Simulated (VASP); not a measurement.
A run of VASP 6.6.1 is set up as follows.

File POSCAR:

```
C
1.0
    2.5407433039      0.0000000000      0.0000000000
   -1.2703716519      2.2003482457      0.0000000000
    0.0000000000      0.0000000000      4.1683704913
C
4
Direct
    0.3333333333      0.6666666667      0.0001772581
    0.6666666667      0.3333333333      0.5001772581
    0.3333333333      0.6666666667      0.3748227419
    0.6666666667      0.3333333333      0.8748227419
```

Contents of INCAR.step1:

```
PREC = Accurate ; ENCUT = 520
EDIFF = 1E-5 ; ISMEAR = 0
SIGMA = 0.01 ; LREAL = F
LASPH = T ; NELM = 60
ALGO = Normal ; ISIF = 2
LWAVE = T ; GGA = PE
NBANDS = 16
```

INCAR.step2

```
PREC = Accurate ; ENCUT = 520
EDIFF = 1E-6 ; ISMEAR = 0
SIGMA = 0.01 ; LREAL = F
LASPH = T ; NELM = 60
ALGO = Normal ; ISIF = 2
LWAVE = F ; LCHARG = T
GGA = PE ; LHFCALC = T
HFSCREEN = 0.2079 ; PRECFOCK = Normal
LELF = T ; LVHAR = T
ISTART = 1 ; NBANDS = 16
```

Contents of KPOINTS:

```
regular mesh
0
Gamma
  9 9 4
```

Potentials or basis: VASP PAW PBE potentials, release 64 (C).

Command:

```bash
$ cat potpaw_PBE.64/C/POTCAR > POTCAR
$ cp INCAR.step1 INCAR
$ mpirun -np 1 vasp_std > vasp.out
$ cp INCAR.step2 INCAR
$ mpirun -np 1 vasp_std > vasp.out
```

What does it give for the pressure?

-17.4 GPa.

Estimate the band gap on the k mesh.

4.48 eV (least direct gap 6.07 eV).

Predict the largest force.

0.029 eV/Å.

Stress tensor (GPa, compression positive):
```
-23.34   0.00   0.00
  0.00 -23.34   0.00
  0.00   0.00  -5.65
```

Caveat: the cell differs from its parent crystal (epitaxial xy strain +1.5%); the cell stands under tension; the PAW data sets were made with another functional, which shifts forces and pressure a little; an odd mesh through Γ misses points on the zone boundary, where band edges can lie.
